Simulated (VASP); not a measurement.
# BaAgF3 (Pm-3m) in VASP: further runs

BaAgF3 is run at these levels: PBE; tasks: single point, relaxation of cell and atoms.

Program: VASP 6.6.1. These are calculated values, not measurements. Logs are shortened: lines on timing, memory, paths and dates and some standing lists are left out, and cuts for length are marked.

## (1) The cell of the first run

Symmetry: Pm-3m, No. 221, cubic system. Conventional cell: a = 4.579 Å, b = 4.579 Å, c = 4.579 Å, α = 90.00°, β = 90.00°, γ = 90.00°. Ba (site symmetry m-3m) has 12 F at 3.24 Å and 8 Ag at 3.97 Å within 4.3 Å. Ag (site symmetry m-3m) has 6 F at 2.29 Å within 3.0 Å. F (site symmetry 4/mmm) has 2 Ag at 2.29 Å within 3.0 Å.

## (2) Single point, PBE

Contents of INCAR:

```
  ALGO = Normal
  EDIFF = 1E-7
  ENCUT = 520
  GGA = PE
  ISIF = 2
  ISMEAR = 0
  LASPH = T
  LCHARG = F
  LREAL = F
  LWAVE = F
  NBANDS = 29
  NELM = 100
  PREC = Accurate
  SIGMA = 0.01
```

Contents of KPOINTS:

```
k-points
0
Gamma
  8 8 8
```

Contents of POSCAR:

```
BaAgF3
1.0
    4.5791502339      0.0000000000      0.0000000000
    0.0000000000      4.5791502339      0.0000000000
    0.0000000000      0.0000000000      4.5791502339
Ba Ag F
1 1 3
Direct
    0.0000000000      0.0000000000      0.0000000000
    0.5000000000      0.5000000000      0.5000000000
    0.0000000000      0.5000000000      0.5000000000
    0.5000000000      0.5000000000      0.0000000000
    0.5000000000      0.0000000000      0.5000000000
```

Potentials or basis: VASP PAW PBE potentials, release 64 (Ba_sv, Ag, F).

The run is started by

```bash
> cat potpaw_PBE.64/Ba_sv/POTCAR potpaw_PBE.64/Ag/POTCAR potpaw_PBE.64/F/POTCAR > POTCAR
> mpirun -np 1 vasp_std > vasp.out
```

OUTCAR:

```text
EDIFF = 1E-7
   ENCUT = 520
   GGA = PE
   ISIF = 2
   ISMEAR = 0
   LASPH = T
   LREAL = F
   NELM = 100
   PREC = Accurate

 ion  position               nearest neighbor table
   1  0.000  0.000  0.000-   3 3.24   4 3.24   5 3.24   3 3.24   5 3.24   3 3.24   4 3.24   3 3.24
                             4 3.24   5 3.24   5 3.24   4 3.24   2 3.97   2 3.97   2 3.97   2 3.97
   2  0.500  0.500  0.500-   3 2.29   4 2.29   5 2.29   4 2.29   5 2.29   3 2.29   1 3.97   1 3.97
                             1 3.97   1 3.97   1 3.97   1 3.97   1 3.97   1 3.97
   3  0.000  0.500  0.500-   2 2.29   2 2.29   1 3.24   1 3.24   1 3.24   1 3.24
   4  0.500  0.500  0.000-   2 2.29   2 2.29   1 3.24   1 3.24   1 3.24   1 3.24
   5  0.500  0.000  0.500-   2 2.29   2 2.29   1 3.24   1 3.24   1 3.24   1 3.24

  LATTYP: Found a simple cubic cell.
 ALAT       =     4.5791502339

  Lattice vectors:

 A1 = (   4.5791502339,   0.0000000000,   0.0000000000)
 A2 = (   0.0000000000,   4.5791502339,   0.0000000000)
 A3 = (   0.0000000000,   0.0000000000,   4.5791502339)

Analysis of symmetry for initial positions (statically):
=====================================================================
 Subroutine PRICEL returns:
 Original cell was already a primitive cell.

 Routine SETGRP: Setting up the symmetry group for a
 simple cubic supercell.

 Subroutine GETGRP returns: Found 48 space group operations
 (whereof 48 operations were pure point group operations)
 out of a pool of 48 trial point group operations.

The static configuration has the point symmetry O_h .

Analysis of symmetry for dynamics (positions and initial velocities):
=====================================================================
 Subroutine PRICEL returns:
 Original cell was already a primitive cell.

 Routine SETGRP: Setting up the symmetry group for a
 simple cubic supercell.

 Subroutine GETGRP returns: Found 48 space group operations
 (whereof 48 operations were pure point group operations)
 out of a pool of 48 trial point group operations.

The dynamic configuration has the point symmetry O_h .

 Subroutine INISYM returns: Found 48 space group operations
 (whereof 48 operations are pure point group operations),
 and found     1 'primitive' translations

----------------------------------------------------------------------------------------

                                     Primitive cell

  volume of cell :      96.0184
[... 96 lines left out ...]
   LREAL  =      F    real-space projection
   EDIFFG = 0.1E-05   stopping-criterion for IOM
   NSW    =      0    number of steps for IOM
   IBRION =     -1    ionic relax: 0-MD 1-quasi-New 2-CG
   NFREE  =      0    steps in history (QN), initial steepest desc. (CG)
   ISIF   =      2    stress and relaxation
   ISYM   =      2    0-nonsym 1-usesym 2-fastsym
   POTIM  = 0.5000    time-step for ionic-motion
   TEBEG  =    0.0;   TEEND  =   0.0 temperature during run
   PSTRESS=    0.0 pullay stress
   NELECT =      42.0000    total number of electrons
   NUPDOWN=      -1.0000    fix difference up-down
   EMIN   =  10.00;   EMAX   =-10.00  energy-range for DOS
   EFERMI =   0.00;   METHOD = LEGACY
   ISMEAR =     0;   SIGMA  =   0.01  broadening in eV -4-tet -1-fermi 0-gaus
   EFERMI_NEDOS =   21; number of points for ismear=-14 and -15
   IALGO  =     38    algorithm
   IMIX   =      4    mixing-type and parameters
     AMIX     =   0.40;   BMIX     =  1.00
     AMIX_MAG =   1.60;   BMIX_MAG =  1.00
  volume/ion in A,a.u.               =      19.20       129.59
  Fermi-wavevector in a.u.,A,eV,Ry     =   1.242719  2.348399 21.012174  1.544351
  Thomas-Fermi vector in A             =   2.377061
   LORBIT       =      0    0 simple, 1 ext, 2 COOP (PROOUT), +10 PAW based schemes
   GGA     = PE    functional components
   LHFCALC =     F    Hartree Fock is set to
   AEXX    =    0.0000 exact exchange contribution
   IVDW    =     0    specifies the selected vdW correction
   LEPSILON=     F    determine dielectric tensor
   LRPA    =     F    only Hartree local field effects (RPA)
 non-spin polarized calculation
 Gauss-broadening in eV      SIGMA  =   0.01
  energy-cutoff  :      520.00
  volume of cell :       96.02
 maximum number of plane-waves:      2612
 NGX is ok and might be reduce to    36
   NGX = 17   NGY = 17   NGZ = 17

 number of electron      42.0000034 magnetization

 Free energy of the ion-electron system (eV)
  ---------------------------------------------------
  ext. energy  EPLUGINS =         0.00000000
  ---------------------------------------------------
  free energy    TOTEN  =       -21.88993157 eV

  energy without entropy =      -21.88993157  energy(sigma->0) =      -21.88993157

 E-fermi :   3.2949     XC(G=0):  -9.0945

 val. band max:        3.2437675355   @ k =   0.5000   0.5000   0.5000
 cond. band min:       3.5016159948   @ k =   0.0000   0.0000   0.0000
 fundamental gap:      0.2578484593
 Fermi energy:         3.2948973030

 k-point     1 :       0.0000    0.0000    0.0000
  band No.  band energies     occupation
      1     -26.1677      2.00000
      2     -20.1716      2.00000
      3     -19.9668      2.00000
      4     -19.9668      2.00000
      5     -11.1662      2.00000
      6     -11.1662      2.00000
[... 757 lines left out ...]
     28       8.8145      0.00000
     29      10.2314      0.00000

 [... further k-points ...]

------------------------ aborting loop because EDIFF is reached ----------------------------------------

  FORCE on cell =-STRESS in cart. coord.  units (eV):
  Direction    XX          YY          ZZ          XY          YZ          ZX
  --------------------------------------------------------------------------------------
  -------------------------------------------------------------------------------------
  Total       -0.0039366     -0.0039366     -0.0039366      0.0000000      0.0000000     -0.0000000
  in kB       -0.0656859     -0.0656859     -0.0656859      0.0000000      0.0000000     -0.0000000
  external PRESSURE =      -0.0656859 kB  Pullay stress =       0.0000000 kB

 VOLUME and BASIS-vectors are now :
 -----------------------------------------------------------------------------
  energy-cutoff  :      520.00
  volume of cell :       96.02
      direct lattice vectors                 reciprocal lattice vectors
     4.579150234  0.000000000  0.000000000     0.218381129  0.000000000  0.000000000
     0.000000000  4.579150234  0.000000000     0.000000000  0.218381129  0.000000000
     0.000000000  0.000000000  4.579150234     0.000000000  0.000000000  0.218381129

 POSITION                                       TOTAL-FORCE (eV/Angst)
 -----------------------------------------------------------------------------------
      0.00000      0.00000      0.00000         0.000000      0.000000      0.000000
      2.28958      2.28958      2.28958         0.000000      0.000000      0.000000
      0.00000      2.28958      2.28958         0.000000      0.000000      0.000000
      2.28958      2.28958      0.00000         0.000000      0.000000      0.000000
      2.28958      0.00000      2.28958         0.000000      0.000000      0.000000
 -----------------------------------------------------------------------------------
    total drift:                                0.000000      0.000000      0.000000

  FREE ENERGIE OF THE ION-ELECTRON SYSTEM (eV)
  ---------------------------------------------------
  free  energy   TOTEN  =       -21.8899315651 eV

  energy  without entropy=      -21.8899315651  energy(sigma->0) =      -21.88993157
```

stdout:

```text
POSCAR found type information on POSCAR BaAgF
 POSCAR found :  3 types and       5 ions
 scaLAPACK will be used
 LDA part: xc-table for (Slater+PW92), standard interpolation
 POSCAR, INCAR and KPOINTS ok, starting setup
 FFT: planning ... GRIDC
 FFT: planning ... GRID_SOFT
 FFT: planning ... GRID
 WAVECAR not read
 entering main loop
```

Run time: 38 s. Hardware: 1 thread of Intel Xeon 6975P-C (Granite Rapids), shared host; peak memory 0.26 GiB.

Results:

* Free energy: -21.8899 eV
* Pressure: 0.0 GPa
* Band gap on the k mesh: 0.26 eV, indirect (least direct gap 2.13 eV)

Levels at points of the mesh, in eV from the valence-band top:
| k point | band 19 | band 20 | band 21 | band 22 | band 23 | band 24 |
| --- | --- | --- | --- | --- | --- | --- |
| (0.00, 0.00, 0.00) | -2.50 | -1.98 | -1.98 | 0.26 | 1.59 | 1.59 |
| (0.50, 0.00, 0.00) | -2.02 | -1.96 | -1.03 | 2.15 | 2.30 | 3.32 |
| (0.50, 0.50, 0.00) | -1.78 | -1.61 | 0.00 | 2.38 | 2.86 | 3.94 |
| (0.50, 0.50, 0.50) | -1.76 | 0.00 | 0.00 | 2.13 | 2.13 | 2.13 |

Caveat: spin-orbit coupling is left out, which moves the levels of the heavy elements.

## (3) Relaxation of cell and atoms, PBE

Contents of INCAR:

```
PREC = Accurate
ENCUT = 600
EDIFF = 1E-7
ISMEAR = 0
SIGMA = 0.01
LREAL = F
LASPH = T
NELM = 100
ALGO = Normal
ISIF = 3
LWAVE = F
LCHARG = F
GGA = PE
IBRION = 2
NSW = 80
EDIFFG = -0.001
```

Contents of KPOINTS:

```
Automatic mesh
0
Gamma
  8 8 8
```

POSCAR is that of step 2.

Potentials or basis: VASP PAW PBE potentials, release 64 (Ba_sv, Ag, F).

The run is started by

```bash
> cat potpaw_PBE.64/Ba_sv/POTCAR potpaw_PBE.64/Ag/POTCAR potpaw_PBE.64/F/POTCAR > POTCAR
> mpirun -np 1 vasp_std > vasp.out
```

Wall time 93 s (1 thread of Intel Xeon 6975P-C (Granite Rapids), shared host); peak memory 0.3 GiB.

Results (log left out):

| Item | Value |
| --- | --- |
| Free energy | -21.8955 eV |
| Relaxed volume | 19.18 Å³/atom |
| Relaxed cell | a = 4.577 Å, b = 4.577 Å, c = 4.577 Å, α = 90.00°, β = 90.00°, γ = 90.00° |
| Space group after relaxing (to 0.05 Å) | Pm-3m (No. 221) |
| Energy gained by relaxing | 0.0 meV/atom |
| Ionic steps | 3 |
| Pressure after relaxing | 0.0 GPa |
| Band gap on the k mesh | 0.26 eV, indirect (least direct gap 2.12 eV) |

Final structure:
```cif
data_structure
_symmetry_space_group_name_H-M 'P 1'
_symmetry_Int_Tables_number 1
_cell_length_a 4.5773
_cell_length_b 4.5773
_cell_length_c 4.5773
_cell_angle_alpha 90.000
_cell_angle_beta 90.000
_cell_angle_gamma 90.000
_cell_volume 95.90
loop_
_atom_site_label
_atom_site_type_symbol
_atom_site_fract_x
_atom_site_fract_y
_atom_site_fract_z
_atom_site_occupancy
Ba1 Ba 0.00000 0.00000 0.00000 1
Ag1 Ag 0.50000 0.50000 0.50000 1
F1 F 0.00000 0.50000 0.50000 1
F2 F 0.50000 0.50000 0.00000 1
F3 F 0.50000 0.00000 0.50000 1
```

Levels at points of the mesh, in eV from the valence-band top:
| k point | band 19 | band 20 | band 21 | band 22 | band 23 | band 24 |
| --- | --- | --- | --- | --- | --- | --- |
| (0.00, 0.00, 0.00) | -2.50 | -1.98 | -1.98 | 0.26 | 1.59 | 1.59 |
| (0.50, 0.00, 0.00) | -2.03 | -1.97 | -1.03 | 2.15 | 2.30 | 3.32 |
| (0.50, 0.50, 0.00) | -1.78 | -1.61 | 0.00 | 2.38 | 2.86 | 3.95 |
| (0.50, 0.50, 0.50) | -1.76 | 0.00 | 0.00 | 2.12 | 2.12 | 2.12 |

Caveat: spin-orbit coupling is left out, which moves the levels of the heavy elements. A k mesh can miss the band edges.
